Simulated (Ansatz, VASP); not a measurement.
One calculation of Si5Ge2, two programs

The input INCAR:

```
SYSTEM = Si5Ge2
PREC = Accurate
ENCUT = 600
EDIFF = 1E-7
ISMEAR = 0
SIGMA = 0.1
LREAL = .False.
LASPH = .True.
NELM = 80
ALGO = Normal
ISIF = 3
LWAVE = .False.
LCHARG = .False.
GGA = PE
IBRION = 2
NSW = 100
EDIFFG = -0.01
```

The input KPOINTS:

```
regular mesh
0
Gamma
  8 8 4
  0 0 0
```

File POSCAR:

```
Si5Ge2
1.0
    3.8032152532      0.0000000000      0.0000000000
    0.0000000000      3.8032152532      0.0000000000
    0.0000000000      0.0000000000      8.4746723789
Si Ge
5 2
Direct
    0.5000000000      0.0000000000      0.7066243680
    0.0000000000      0.5000000000      0.7066243680
    0.5000000000      0.0000000000      0.9929449778
    0.0000000000      0.5000000000      0.9929449778
    0.0000000000      0.0000000000      0.1789008724
    0.5000000000      0.0000000000      0.3979104280
    0.0000000000      0.5000000000      0.3979104280
```

Input for Ansatz:

```yaml
crystal:
  lattice:
    - [3.8032152532, 0.0, 0.0]
    - [0.0, 3.8032152532, 0.0]
    - [0.0, 0.0, 8.4746723789]
  atoms:
    - { symbol: Si, position: [0.5, 0.0, 0.706624368] }
    - { symbol: Si, position: [0.0, 0.5, 0.706624368] }
    - { symbol: Si, position: [0.5, 0.0, 0.9929449778] }
    - { symbol: Si, position: [0.0, 0.5, 0.9929449778] }
    - { symbol: Si, position: [0.0, 0.0, 0.1789008724] }
    - { symbol: Ge, position: [0.5, 0.0, 0.397910428] }
    - { symbol: Ge, position: [0.0, 0.5, 0.397910428] }
basis:
  ecutwfc: 420
kpoints:
  mp_grid: { grid: [8, 8, 4] }
hamiltonian:
  xc: pbe
scf:
  occupations: { method: gaussian, width: 0.1 }
output:
  forces: true
  stress: true
  eigenvalues: true
relax:
  adjacent_minimum: "off"
  f_tol: 0.01
  max_steps: 80
  cell: { stress_tol: 0.05 }
```

Alike in both runs: task relaxation of cell and atoms; functional PBE; k mesh 8 × 8 × 4; occupations gaussian, width 0.1 eV; no spin polarisation.

```csv
,VASP,Ansatz
version,VASP 6.6.1,Ansatz 0.2.0
potentials or method,"VASP PAW PBE potentials, release 64 (Si, Ge_d), cutoff 600 eV","scalar-relativistic, plane waves, PAW"
valence electrons in the cell,48,48
```

Ansatz gave:

| Quantity | Value |
| --- | --- |
| gap on the k mesh at the Fermi level, each at its own relaxed structure (eV) | none |
| relaxed volume (Å³/atom) | 17.58 |
| relaxed length of the cell vector where the two differ most in proportion (Å) | 8.952 |

Problem. What did VASP give for the same quantities?

Solution. gap on the k mesh at the Fermi level, each at its own relaxed structure (eV): none; relaxed volume (Å³/atom): 17.58; relaxed length of the cell vector where the two differ most in proportion (Å): 8.954.

A gap of «none» marks a metal or a gap that the smearing closes.
